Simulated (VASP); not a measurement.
# Al16GeN15 (a cell with a defect) in VASP: further runs

Aim: see how the results for Al16GeN15 (a cell with a defect) move with the level of theory and the settings. Levels: HSE06, r2SCAN, PBE. Tasks: single point.

All numbers are computed with VASP 6.6.1; they aren't measurements. Logs are shortened: lines on timing, memory, paths and dates and some standing lists are left out, and cuts for length are marked.

## 1. The cell of the first run

The cell holds a defect, 32 atoms: a = 6.260 Å, b = 6.260 Å, c = 10.035 Å, α = 90.00°, β = 90.00°, γ = 120.00°.

## 2. Single point, HSE06

POSCAR

```
Al16GeN15
1.0
    6.2595139128      0.0000000578      0.0000000000
   -3.1297570064      5.4208980350      0.0000000000
    0.0000000000      0.0000000000     10.0348065929
Al N Ge
16 15 1
Direct
    0.3361064194      0.1634771379      0.2534069917
    0.1669018518      0.3319268880      0.4989475449
    0.3303419167      0.1683002555      0.7563481104
    0.1665412071      0.3323610404      1.0081358165
    0.3364181921      0.6706649510      0.2529684901
    0.1964545459      0.8483644762      0.5149832142
    0.3302134020      0.6597951824      0.7563503889
    0.1706996230      0.8344584557      0.9927765103
    0.8285430568      0.1629806117      0.2528576307
    0.6503636140      0.3021277427      0.5148908293
    0.8389049984      0.1686107085      0.7564294896
    0.6642326347      0.3281474794      0.9928762559
    0.8340160000      0.6656885400      0.2120740236
    0.6492591976      0.8496994379      0.5153088863
    0.8327508133      0.6659441714      0.7395493725
    0.6637773510      0.8351335382      0.9931852059
    0.3329804094      0.1658165543      0.4432271281
    0.1679284550      0.3313033838      0.1963708073
    0.3284110195      0.1702908174      0.9413366087
    0.1674072621      0.3309974457      0.6906177660
    0.3320948421      0.6702891455      0.4433242857
    0.1804535884      0.8371974291      0.1774913369
    0.3277421501      0.6588615878      0.9412519252
    0.1789959662      0.8370353683      0.7040180333
    0.8286331435      0.1666244585      0.4431975826
    0.6620866261      0.3190628811      0.1774900986
    0.8399221288      0.1712059677      0.9413457264
    0.6615327828      0.3195257621      0.7039916204
    0.6620040374      0.8369441835      0.1781591566
    0.8313689761      0.6674135028      0.9374717713
    0.6616698268      0.8371349415      0.7036703048
    0.8308856114      0.6677247177      0.4312121017
```

INCAR.step1

```
SYSTEM = Al16GeN15
PREC     = Accurate       ! precision mode
ENCUT    = 520            ! plane-wave cutoff, eV
EDIFF    = 1E-5           ! SCF threshold, eV
ISMEAR   = -1             ! smearing method
SIGMA    = 0.01           ! smearing width, eV
LREAL    = Auto         
LASPH    = .TRUE.         ! aspherical terms in the spheres
NELM     = 120            ! most SCF steps
ALGO     = Normal         ! electronic algorithm
ISIF     = 2              ! what is computed and relaxed
LWAVE    = .TRUE.         ! write WAVECAR
LCHARG   = .FALSE.        ! write CHGCAR
GGA      = PE             ! functional
NELECT   = 138.0        
NBANDS   = 90             ! bands
GGA_COMPAT= .FALSE.      
ISYM     = -1
```

INCAR.step2

```
SYSTEM = Al16GeN15
PREC     = Accurate       ! precision mode
ENCUT    = 520            ! plane-wave cutoff, eV
EDIFF    = 1E-6           ! SCF threshold, eV
ISMEAR   = -1             ! smearing method
SIGMA    = 0.01           ! smearing width, eV
LREAL    = Auto         
LASPH    = .TRUE.         ! aspherical terms in the spheres
NELM     = 120            ! most SCF steps
ALGO     = Normal         ! electronic algorithm
ISIF     = 2              ! what is computed and relaxed
LWAVE    = .FALSE.        ! write WAVECAR
LCHARG   = .FALSE.        ! write CHGCAR
GGA      = PE             ! functional
LHFCALC  = .TRUE.         ! exact exchange
HFSCREEN = 0.2079         ! screening, 1/A
PRECFOCK = Fast         
ISTART   = 1            
NELECT   = 138.0        
NBANDS   = 90             ! bands
GGA_COMPAT= .FALSE.      
ISYM     = -1
```

KPOINTS

```
explicit points
1
Reciprocal
  0.25000000   0.25000000   0.25000000 1
```

Potentials or basis: VASP PAW PBE potentials, release 64 (Al, N, Ge_d).

On the command line:

```sh
> cat potpaw_PBE.64/Al/POTCAR potpaw_PBE.64/N/POTCAR potpaw_PBE.64/Ge_d/POTCAR > POTCAR
> cp INCAR.step1 INCAR
> mpirun -np 1 vasp_std > vasp.out
> cp INCAR.step2 INCAR
> mpirun -np 1 vasp_std > vasp.out
```

OUTCAR:

```text
SYSTEM = Al16GeN15
   PREC = Accurate
   ENCUT = 520
   EDIFF = 1E-6
   ISMEAR = -1
   LREAL = Auto
   LASPH = .TRUE.
   NELM = 120
   ISIF = 2
   GGA = PE
   LHFCALC = .TRUE.
   HFSCREEN = 0.2079
   PRECFOCK = Fast
   ISTART = 1
   NELECT = 138.0
   ISYM = -1

 ion  position               nearest neighbor table
   1  0.336  0.163  0.253-  17 1.91  18 1.91  26 1.92  22 1.93   2 3.07   4 3.07   9 3.08   5 3.09
                            10 3.13   6 3.13  13 3.16  13 3.16  12 3.16   8 3.17   5 3.17   9 3.18
   2  0.167  0.332  0.499-  17 1.89  25 1.92  21 1.92  20 1.92   1 3.07   9 3.08   5 3.08   6 3.13
                            10 3.13   3 3.13   7 3.14  11 3.14  14 3.14  14 3.14  10 3.15   6 3.15
   3  0.330  0.168  0.756-  19 1.86  28 1.87  24 1.87  20 1.88   6 2.98   8 2.98  10 2.98  12 2.99
                             7 3.08  11 3.08   4 3.09   2 3.13  15 3.13  15 3.13  11 3.18   7 3.18
   4  0.167  0.332  0.008-  19 1.88  18 1.89  23 1.89  27 1.89   9 3.06   5 3.07   1 3.07  11 3.09
                             7 3.09   3 3.09  12 3.13  16 3.13   8 3.13  16 3.13   8 3.13  12 3.13
   5  0.336  0.671  0.253-  22 1.91  21 1.91  29 1.92  18 1.93   4 3.07   2 3.08   9 3.08   1 3.09
                            14 3.13   6 3.15  16 3.15  13 3.16  13 3.16   8 3.16   1 3.17   9 3.18
   6  0.196  0.848  0.515-  21 1.85  17 1.87  24 1.90  32 2.15  14 2.83  10 2.84   3 2.98   7 2.99
                            15 2.99   2 3.13   1 3.13   5 3.15   2 3.15
   7  0.330  0.660  0.756-  23 1.86  24 1.86  31 1.87  20 1.90  14 2.98   8 2.99  16 2.99   6 2.99
                            11 3.07   3 3.08   4 3.09  15 3.13   2 3.14  15 3.14   3 3.18  11 3.18
   8  0.171  0.834  0.993-  22 1.85  23 1.88  19 1.89  30 1.92  13 2.86   3 2.98   7 2.99  16 3.08
                            12 3.09  15 3.13   4 3.13   4 3.13   5 3.16   1 3.17  12 3.17  16 3.18
   9  0.829  0.163  0.253-  26 1.91  25 1.91  29 1.92  18 1.93   4 3.06   2 3.08   5 3.08   1 3.08
[... 15 lines left out ...]
  17  0.333  0.166  0.443-  10 1.87   6 1.87   2 1.89   1 1.91
  18  0.168  0.331  0.196-   4 1.89   1 1.91   9 1.93   5 1.93
  19  0.328  0.170  0.941-   3 1.86   4 1.88   8 1.89  12 1.89
  20  0.167  0.331  0.691-   3 1.88  11 1.90   7 1.90   2 1.92
  21  0.332  0.670  0.443-   6 1.85  14 1.87   5 1.91   2 1.92
  22  0.180  0.837  0.177-   8 1.85   5 1.91  13 1.91   1 1.93
  23  0.328  0.659  0.941-   7 1.86   8 1.88   4 1.89  16 1.90
  24  0.179  0.837  0.704-   7 1.86   3 1.87   6 1.90  15 1.91
  25  0.829  0.167  0.443-  10 1.85  14 1.87   9 1.91   2 1.92
  26  0.662  0.319  0.177-  12 1.85   9 1.91  13 1.91   1 1.92
  27  0.840  0.171  0.941-  11 1.86  12 1.88   4 1.89  16 1.90
  28  0.662  0.320  0.704-  11 1.86   3 1.87  10 1.90  15 1.91
  29  0.662  0.837  0.178-  16 1.86  13 1.89   5 1.92   9 1.92
  30  0.831  0.667  0.937-  16 1.90  12 1.92   8 1.92  15 1.99
  31  0.662  0.837  0.704-   7 1.87  11 1.87  15 1.89  14 1.90
  32  0.831  0.668  0.431-  14 2.14  10 2.15   6 2.15  13 2.20  15 3.09

IMPORTANT INFORMATION: All symmetrisations will be switched off!
NOSYMM: (Re-)initialisation of all symmetry stuff for point group C_1.

----------------------------------------------------------------------------------------
[... 137 lines left out ...]
   LHFCALC =     T    Hartree Fock is set to
   PRECFOCK=fast      Normal, Fast or Accurate (Low or Medium for compatibility)
   ENCUT4O =  -1.0   cutoff for four orbital integrals eV
   NKREDX  =     1    reduce k-point grid by
   NKREDY  =     1    reduce k-point grid by
   NKREDZ  =     1    reduce k-point grid by
   AEXX    =    0.2500 exact exchange contribution
   HFSCREEN=    0.2079 screening length (either q_TF or 0.3 A-1)
   HFSCREENC=   0.2079 screening length for correlation (either q_TF or 0.3 A-1)
   ENCUTFOCK=  -1.0 apply spherical cutoff to Coloumb kernel
   IVDW    =     0    specifies the selected vdW correction
   LEPSILON=     F    determine dielectric tensor
   LRPA    =     F    only Hartree local field effects (RPA)
 non-spin polarized calculation
  energy-cutoff  :      520.00
  volume of cell :      340.50
 maximum number of plane-waves:      9148
 NGX is ok and might be reduce to    48
  NGX = 24; NGY = 24; NGZ = 40

 number of electron     137.9999986 magnetization

 Free energy of the ion-electron system (eV)
  ---------------------------------------------------
  ext. energy  EPLUGINS =         0.00000000
  ---------------------------------------------------
  free energy    TOTEN  =      -261.62962220 eV

  energy without entropy =     -261.62962220  energy(sigma->0) =     -261.62962220

 E-fermi :   7.9293     XC(G=0):  -9.0977

 val. band max:        7.6286617580   @ k =   0.2500   0.2500   0.2500
 cond. band min:      11.4103353860   @ k =   0.2500   0.2500   0.2500
 fundamental gap:      3.7816736280
 Fermi energy:         7.9292502897

 k-point     1 :       0.2500    0.2500    0.2500
  band No.  band energies     occupation
      1     -16.8257      2.00000
      2     -16.8215      2.00000
      3     -16.8104      2.00000
      4     -16.7768      2.00000
      5     -16.7656      2.00000
      6     -11.0062      2.00000
[... 73 lines left out ...]
     80      13.8482      0.00000
     81      13.9342      0.00000
 [bands above 81 left out]

------------------------ aborting loop because EDIFF is reached ----------------------------------------

  FORCE on cell =-STRESS in cart. coord.  units (eV):
  Direction    XX          YY          ZZ          XY          YZ          ZX
  --------------------------------------------------------------------------------------
  -------------------------------------------------------------------------------------
  Total       25.7175763     14.5751992     30.0502189     -9.6247856      0.4312609      0.0172173
  in kB      121.0095824     68.5810651    141.3960788    -45.2877546      2.0292234      0.0810129
  external PRESSURE =     110.3289088 kB  Pullay stress =       0.0000000 kB

 VOLUME and BASIS-vectors are now :
 -----------------------------------------------------------------------------
  energy-cutoff  :      520.00
  volume of cell :      340.50
      direct lattice vectors                 reciprocal lattice vectors
     6.259513913  0.000000058  0.000000000     0.159756813  0.092235641  0.000000000
    -3.129757006  5.420898035  0.000000000    -0.000000002  0.184471279  0.000000000
     0.000000000  0.000000000 10.034806593     0.000000000  0.000000000  0.099653141

 POSITION                                       TOTAL-FORCE (eV/Angst)
 -----------------------------------------------------------------------------------
      1.59222      0.88619      2.54289        -0.014622     -0.003836     -0.006260
      0.00587      1.79934      5.00684         0.007763     -0.004211     -0.001144
      1.54104      0.91234      7.58981         0.007878     -0.006325      0.055018
      0.00226      1.80170      0.08164         0.006164     -0.000879      0.021291
      0.00680      3.63561      2.53849        -0.022624      0.002311      0.002761
     -1.42546      4.59890      5.16776        -0.011495     -0.016021     -0.053959
[... 24 lines left out ...]
      1.52170      4.53802      7.06120         0.007928      0.000064     -0.076076
      3.11112      3.61967      4.32713         0.003541      0.005430      0.060407
 -----------------------------------------------------------------------------------
    total drift:                               -0.000202     -0.002223      0.025125

  FREE ENERGIE OF THE ION-ELECTRON SYSTEM (eV)
  ---------------------------------------------------
  free  energy   TOTEN  =      -261.6296221961 eV

  energy  without entropy=     -261.6296221961  energy(sigma->0) =     -261.62962220
```

It took 3.9 min on 1 thread of Intel Xeon Platinum 8488C (Sapphire Rapids), shared host; peak memory 0.56 GiB.

What came out:

```yaml
Free_energy: -261.6296 eV
Largest_force: 0.107 eV/Å
```

Forces on the atoms (eV/Å):
```
Al  -0.015 -0.004 -0.006
Al   0.008 -0.004 -0.001
Al   0.008 -0.006  0.055
Al   0.006 -0.001  0.021
Al  -0.023  0.002  0.003
Al  -0.011 -0.016 -0.054
Al  -0.009  0.020  0.049
Al   0.014 -0.002  0.082
Al  -0.015  0.006  0.004
Al   0.019  0.021 -0.044
Al  -0.021 -0.008  0.049
Al   0.010 -0.002  0.070
Al  -0.019 -0.006  0.070
Al   0.024 -0.020 -0.055
Al  -0.009  0.005  0.106
Al   0.011 -0.005  0.074
N    0.053 -0.028  0.050
N    0.012 -0.004 -0.073
N    0.022 -0.016 -0.066
N    0.009 -0.001  0.034
N    0.003  0.072  0.066
N   -0.025 -0.023 -0.066
N   -0.007  0.045 -0.071
N    0.000 -0.006 -0.084
N   -0.071 -0.035  0.065
N    0.014  0.043 -0.060
N   -0.042 -0.021 -0.070
N    0.004  0.006 -0.085
N    0.045 -0.017 -0.074
N   -0.005  0.000  0.028
N    0.008  0.000 -0.076
Ge   0.004  0.005  0.060
```

Caveat: the cell carries a net charge on a neutralising background, which shifts energy and pressure; the cell is charged against a uniform background, so pressure and absolute levels hang on convention; the PAW data sets were made with another functional, which shifts forces and pressure a little.

(Continued in part 2 of 2.)
